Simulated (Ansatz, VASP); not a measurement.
Si in VASP and in Ansatz

```
CELL_PARAMETERS angstrom
0.00000 2.73476 2.73476
2.73476 0.00000 2.73476
2.73476 2.73476 0.00000
ATOMIC_POSITIONS crystal
Si 0.00000 0.00000 0.00000
Si 0.25000 0.25000 0.25000
```

Alike in both runs: functional PBE; k mesh 10 × 10 × 10; occupations gaussian, width 0.02 eV; no spin polarisation.

Ansatz relaxed the structure, and its values are those at the end. VASP's run is a single point on that final structure, the one shown.

```csv
,VASP,Ansatz
version,VASP 6.6.1,Ansatz 0.2.0
potentials or method,"VASP PAW PBE potentials, release 64 (Si), cutoff 500 eV","scalar-relativistic, plane waves, PAW"
valence electrons in the cell,8,8
```

Ansatz gave:

```
gap on the k mesh at the Fermi level (eV) : 0.62
least direct gap on the mesh (eV)         : 2.55
pressure (GPa)                            : 0.0
```

Problem. Which values does VASP return?

Solution. gap on the k mesh at the Fermi level (eV): 0.62; least direct gap on the mesh (eV): 2.56; pressure (GPa): 0.0.
